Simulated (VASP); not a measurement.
# C (Fd-3m) in VASP: notebook

C is run at these levels: PBE; tasks: single point.

All numbers are computed with VASP 6.6.1; they aren't measurements. Logs are shortened: lines on timing, memory, paths and dates and some standing lists are left out, and cuts for length are marked.

**1. The cell of the first run**

It takes space group Fd-3m (No. 227, cubic). The conventional cell has a = 3.265 Å, b = 3.265 Å, c = 3.265 Å, α = 90.00°, β = 90.00°, γ = 90.00°. C (site symmetry -43m) has 4 C at 1.41 Å within 1.9 Å.

**2. Single point, PBE**

Input file INCAR:

```
SYSTEM = C
PREC = Accurate ; ENCUT = 520
EDIFF = 1E-7 ; ISMEAR = -1
SIGMA = 0.08 ; LREAL = .FALSE.
LASPH = .TRUE. ; NELM = 80
ALGO = Normal ; ISIF = 2
LWAVE = .FALSE. ; LCHARG = .FALSE.
GGA = PE ; NBANDS = 11
```

Input file KPOINTS:

```
Automatic mesh
0
G
  19 19 19
  0 0 0
```

Input file POSCAR:

```
C
1.0
    0.0000000000      1.6322847648      1.6322847648
    1.6322847648      0.0000000000      1.6322847648
    1.6322847648      1.6322847648      0.0000000000
C
2
Direct
   -0.1250000000     -0.1250000000     -0.1250000000
    0.1250000000      0.1250000000      0.1250000000
```

Potentials or basis: VASP PAW PBE potentials, release 64 (C).

On the command line:

```console
> cat potpaw_PBE.64/C/POTCAR > POTCAR
> mpirun -np 1 vasp_std > vasp.out
```

OUTCAR:

```text
SYSTEM = C
   PREC = Accurate
   ENCUT = 520
   EDIFF = 1E-7
   ISMEAR = -1
   LREAL = .FALSE.
   LASPH = .TRUE.
   NELM = 80
   ISIF = 2
   GGA = PE

 ion  position               nearest neighbor table
   1  0.875  0.875  0.875-   2 1.41   2 1.41   2 1.41   2 1.41
   2  0.125  0.125  0.125-   1 1.41   1 1.41   1 1.41   1 1.41

  LATTYP: Found a face centered cubic cell.
 ALAT       =     3.2645695296

  Lattice vectors:

 A1 = (   0.0000000000,   1.6322847648,   1.6322847648)
 A2 = (   1.6322847648,   0.0000000000,   1.6322847648)
 A3 = (   1.6322847648,   1.6322847648,   0.0000000000)

Analysis of symmetry for initial positions (statically):
=====================================================================
 Subroutine PRICEL returns:
 Original cell was already a primitive cell.

 Routine SETGRP: Setting up the symmetry group for a
 face centered cubic supercell.

 Subroutine GETGRP returns: Found 48 space group operations
 (whereof 12 operations were pure point group operations)
 out of a pool of 48 trial point group operations.

The static configuration has the point symmetry D_3d.
 The point group associated with its full space group is O_h .

Analysis of symmetry for dynamics (positions and initial velocities):
=====================================================================
 Subroutine PRICEL returns:
 Original cell was already a primitive cell.

 Routine SETGRP: Setting up the symmetry group for a
 face centered cubic supercell.

 Subroutine GETGRP returns: Found 48 space group operations
 (whereof 12 operations were pure point group operations)
 out of a pool of 48 trial point group operations.

The dynamic configuration has the point symmetry D_3d.
 The point group associated with its full space group is O_h .

 Subroutine INISYM returns: Found 48 space group operations
 (whereof 12 operations are pure point group operations),
 and found     1 'primitive' translations

----------------------------------------------------------------------------------------

                                     Primitive cell

  volume of cell :       8.6980

  direct lattice vectors                    reciprocal lattice vectors
     0.000000000  1.632284765  1.632284765    -0.306319100  0.306319100  0.306319100
     1.632284765  0.000000000  1.632284765     0.306319100 -0.306319100  0.306319100
     1.632284765  1.632284765  0.000000000     0.306319100  0.306319100 -0.306319100

  length of vectors
     2.308399252  2.308399252  2.308399252     0.530560244  0.530560244  0.530560244

  position of ions in fractional coordinates (direct lattice)
     0.875000000  0.875000000  0.875000000
     0.125000000  0.125000000  0.125000000

  ion indices of the primitive-cell ions
   primitive index   ion index
                 1           1
                 2           2

----------------------------------------------------------------------------------------

 KPOINTS: Automatic mesh

Automatic generation of k-mesh.
 Grid dimensions read from file:
 generate k-points for:   19   19   19

 Generating k-lattice:

  Cartesian coordinates                     Fractional coordinates (reciprocal lattice)
    -0.016122058  0.016122058  0.016122058     0.052631579  0.000000000  0.000000000
     0.016122058 -0.016122058  0.016122058     0.000000000  0.052631579  0.000000000
     0.016122058  0.016122058 -0.016122058     0.000000000  0.000000000  0.052631579

  Length of vectors
     0.027924223  0.027924223  0.027924223

  Shift w.r.t. Gamma in fractional coordinates (k-lattice)
     0.000000000  0.000000000  0.000000000

 Subroutine IBZKPT returns following result:
 ===========================================

 Found    220 irreducible k-points:

 Following reciprocal coordinates:
            Coordinates               Weight
  0.000000  0.000000  0.000000      1.000000
  0.052632  0.000000  0.000000      8.000000
  0.105263  0.000000  0.000000      8.000000
  0.157895  0.000000  0.000000      8.000000
  0.210526  0.000000  0.000000      8.000000
  0.263158  0.000000  0.000000      8.000000
[... 16 lines left out ...]
 -0.315789  0.052632  0.000000     24.000000
 -0.263158  0.052632  0.000000     24.000000
 [... further k-points ...]
   k-points           NKPTS =    220   k-points in BZ     NKDIM =    220   number of bands    NBANDS=     11
   number of dos      NEDOS =    301   number of ions     NIONS =      2
   total plane-waves  NPLWV =   5832
   dimension x,y,z NGX =    18 NGY =   18 NGZ =   18
   dimension x,y,z NGXF=    36 NGYF=   36 NGZF=   36
   ions per type =               2
   NGX,Y,Z   is equivalent  to a cutoff of  12.96, 12.96, 12.96 a.u.
   NGXF,Y,Z  is equivalent  to a cutoff of  25.93, 25.93, 25.93 a.u.
 SYSTEM =  C
   PREC   = accura    normal or accurate (medium, high low for compatibility)
   ISTART =      0    job   : 0-new  1-cont  2-samecut
   ICHARG =      2    charge: 1-file 2-atom 10-const
   ISPIN  =      1    spin polarized calculation?
   LNONCOLLINEAR =      F non collinear calculations
   LSORBIT =      F    spin-orbit coupling
   LASPH  =      T    aspherical Exc in radial PAW
   ENCUT  =  520.0 eV  38.22 Ry    6.18 a.u.   4.29  4.29  4.29*2*pi/ulx,y,z
   NELM   =     80;   NELMIN=  2; NELMDL= -5     # of ELM steps
   EDIFF  = 0.1E-06   stopping-criterion for ELM
   LREAL  =      F    real-space projection
   EDIFFG = 0.1E-05   stopping-criterion for IOM
   NSW    =      0    number of steps for IOM
   IBRION =     -1    ionic relax: 0-MD 1-quasi-New 2-CG
   NFREE  =      0    steps in history (QN), initial steepest desc. (CG)
   ISIF   =      2    stress and relaxation
   ISYM   =      2    0-nonsym 1-usesym 2-fastsym
   POTIM  = 0.5000    time-step for ionic-motion
   TEBEG  =    0.0;   TEEND  =   0.0 temperature during run
   PSTRESS=    0.0 pullay stress
   NELECT =       8.0000    total number of electrons
   NUPDOWN=      -1.0000    fix difference up-down
   EMIN   =  10.00;   EMAX   =-10.00  energy-range for DOS
   EFERMI =   0.00;   METHOD = LEGACY
   ISMEAR =    -1;   SIGMA  =   0.08  broadening in eV -4-tet -1-fermi 0-gaus
   EFERMI_NEDOS =   21; number of points for ismear=-14 and -15
   IALGO  =     38    algorithm
   IMIX   =      4    mixing-type and parameters
     AMIX     =   0.40;   BMIX     =  1.00
     AMIX_MAG =   1.60;   BMIX_MAG =  1.00
  volume/ion in A,a.u.               =       4.35        29.35
  Fermi-wavevector in a.u.,A,eV,Ry     =   1.592082  3.008600 34.487050  2.534727
  Thomas-Fermi vector in A             =   2.690523
   LORBIT       =      0    0 simple, 1 ext, 2 COOP (PROOUT), +10 PAW based schemes
   GGA     = PE    functional components
   LHFCALC =     F    Hartree Fock is set to
   AEXX    =    0.0000 exact exchange contribution
   IVDW    =     0    specifies the selected vdW correction
   LEPSILON=     F    determine dielectric tensor
   LRPA    =     F    only Hartree local field effects (RPA)
 non-spin polarized calculation
  energy-cutoff  :      520.00
  volume of cell :        8.70
 maximum number of plane-waves:       259
 NGX is ok and might be reduce to    18
   NGX =  9   NGY =  9   NGZ =  9

 number of electron       7.9999999 magnetization

 Free energy of the ion-electron system (eV)
  ---------------------------------------------------
  ext. energy  EPLUGINS =         0.00000000
  ---------------------------------------------------
  free energy    TOTEN  =       -16.86363756 eV

  energy without entropy =      -16.86363756  energy(sigma->0) =      -16.86363756

 E-fermi :  15.3247     XC(G=0): -14.6267

 val. band max:       13.9726731377   @ k =   0.0000   0.0000   0.0000
 cond. band min:      18.7319680199   @ k =   0.3684   0.3684   0.0000
 fundamental gap:      4.7592948822
 Fermi energy:        15.3246726275

 k-point     1 :       0.0000    0.0000    0.0000
  band No.  band energies     occupation
      1     -11.4206      2.00000
      2      13.9727      2.00000
      3      13.9727      2.00000
      4      13.9727      2.00000
      5      20.2997      0.00000
      6      20.2997      0.00000
      7      20.2997      0.00000
      8      33.8668      0.00000
      9      37.0840      0.00000
     10      43.6611      0.00000
     11      43.6611      0.00000

 k-point     2 :       0.0526    0.0000    0.0000
  band No.  band energies     occupation
      1     -11.3293      2.00000
      2      13.2948      2.00000
      3      13.7882      2.00000
      4      13.7882      2.00000
      5      20.5398      0.00000
      6      20.5398      0.00000
      7      20.7918      0.00000
      8      33.8098      0.00000
      9      37.2271      0.00000
     10      42.0038      0.00000
     11      42.0038      0.00000

 k-point     3 :       0.1053    0.0000    0.0000
  band No.  band energies     occupation
      1     -11.0559      2.00000
      2      11.6967      2.00000
      3      13.3217      2.00000
      4      13.3217      2.00000
      5      21.1526      0.00000
      6      21.1526      0.00000
      7      21.8486      0.00000
      8      33.6502      0.00000
      9      37.6034      0.00000
     10      40.3471      0.00000
     11      40.3471      0.00000

 k-point     4 :       0.1579    0.0000    0.0000
  band No.  band energies     occupation
      1     -10.6010      2.00000
      2       9.7086      2.00000
      3      12.7308      2.00000
      4      12.7308      2.00000
      5      21.9200      0.00000
      6      21.9200      0.00000
      7      22.9850      0.00000
      8      33.4113      0.00000
      9      38.0842      0.00000
     10      39.1901      0.00000
     11      39.1901      0.00000
[... 239 lines left out ...]
 k-point    22 :      -0.3684    0.0526    0.0000
  band No.  band energies     occupation
      1      -6.5163      2.00000
      2       0.7071      2.00000
      3      10.0480      2.00000
      4      10.8390      2.00000
      5      23.5239      0.00000
      6      23.7825      0.00000
      7      26.4968      0.00000
      8      32.2195      0.00000
      9      39.4514      0.00000
     10      40.1663      0.00000
     11      43.1503      0.00000

 k-point    23 :      -0.3158    0.0526    0.0000
  band No.  band energies     occupation
      1      -7.7226      2.00000
      2       2.6879      2.00000
      3      10.2433      2.00000
      4      11.2756      2.00000
      5      23.3142      0.00000
      6      23.9102      0.00000
      7      25.9911      0.00000
      8      32.2863      0.00000
      9      38.6259      0.00000
     10      39.1799      0.00000
     11      41.9272      0.00000

 k-point    24 :      -0.2632    0.0526    0.0000
  band No.  band energies     occupation
      1      -8.7648      2.00000
      2       4.7654      2.00000
      3      10.5664      2.00000
      4      11.7990      2.00000
      5      22.9548      0.00000
      6      23.8607      0.00000
      7      25.3180      0.00000
      8      32.4081      0.00000
      9      37.6173      0.00000
     10      38.9466      0.00000
     11      40.9603      0.00000

 [... further k-points ...]
[... 5 lines left out ...]
  --------------------------------------------------------------------------------------
  -------------------------------------------------------------------------------------
  Total       10.4128233     10.4128233     10.4128233      0.0000000      0.0000000     -0.0000000
  in kB     1918.0560970   1918.0560970   1918.0560970      0.0000000      0.0000000     -0.0000000
  external PRESSURE =    1918.0560970 kB  Pullay stress =       0.0000000 kB

 VOLUME and BASIS-vectors are now :
 -----------------------------------------------------------------------------
  energy-cutoff  :      520.00
  volume of cell :        8.70
      direct lattice vectors                 reciprocal lattice vectors
     0.000000000  1.632284765  1.632284765    -0.306319100  0.306319100  0.306319100
     1.632284765  0.000000000  1.632284765     0.306319100 -0.306319100  0.306319100
     1.632284765  1.632284765  0.000000000     0.306319100  0.306319100 -0.306319100

 POSITION                                       TOTAL-FORCE (eV/Angst)
 -----------------------------------------------------------------------------------
      2.85650      2.85650      2.85650        -0.000000     -0.000000     -0.000000
      0.40807      0.40807      0.40807         0.000000      0.000000      0.000000
 -----------------------------------------------------------------------------------
    total drift:                                0.000000      0.000000      0.000000

  FREE ENERGIE OF THE ION-ELECTRON SYSTEM (eV)
  ---------------------------------------------------
  free  energy   TOTEN  =       -16.8636375560 eV

  energy  without entropy=      -16.8636375559  energy(sigma->0) =      -16.86363756
```

Run time: 8.1 s. Hardware: 1 thread of Intel Xeon 6975P-C (Granite Rapids), shared host; peak memory 0.12 GiB.

What came out:

| Property | Result |
| --- | --- |
| Free energy | -16.8636 eV |
| Pressure | 191.8 GPa |
| Band gap on the k mesh | 4.76 eV, indirect (least direct gap 6.33 eV) |

Levels at points of the mesh, in eV from the valence-band top:
| k point | band 1 | band 2 | band 3 | band 4 | band 5 | band 6 | band 7 | band 8 | band 9 |
| --- | --- | --- | --- | --- | --- | --- | --- | --- | --- |
| (0.00, 0.00, 0.00) | -25.39 | 0.00 | 0.00 | 0.00 | 6.33 | 6.33 | 6.33 | 19.89 | 23.11 |

**3. Single point, PBE**

Input file INCAR:

```
PREC = Accurate
ENCUT = 520
EDIFF = 1E-6
ISMEAR = -1
SIGMA = 0.08
LREAL = F
LASPH = T
NELM = 60
ALGO = Normal
ISIF = 2
LWAVE = F
LCHARG = F
GGA = PE
NBANDS = 11
```

Input file KPOINTS:

```
Automatic mesh
0
Gamma
  19 19 19
```

Input file POSCAR:

```
C
1.0
    0.0000000000      1.6323490971      1.6323490971
    1.6323490971      0.0000000000      1.6323490971
    1.6323490971      1.6323490971      0.0000000000
C
2
Direct
   -0.1250000000     -0.1250000000     -0.1250000000
    0.1250000000      0.1250000000      0.1250000000
```

Potentials or basis: VASP PAW PBE potentials, release 64 (C).

On the command line:

```console
> cat potpaw_PBE.64/C/POTCAR > POTCAR
> mpirun -np 1 vasp_std > vasp.out
```

Wall time 10 s (1 thread of Intel Xeon 6975P-C (Granite Rapids), shared host); peak memory 0.12 GiB.

Results (log left out):

* Free energy: -16.8649 eV
* Pressure: 191.7 GPa
* Band gap on the k mesh: 4.76 eV, indirect (least direct gap 6.33 eV)

Levels at points of the mesh, in eV from the valence-band top:
```tsv
k point	band 2	band 3	band 4	band 5	band 6	band 7
(0.00, 0.00, 0.00)	0.00	0.00	0.00	6.33	6.33	6.33
```

A k mesh can miss the band edges. Expect the measured gap to be larger: semilocal functionals such as PBE lack the derivative discontinuity.
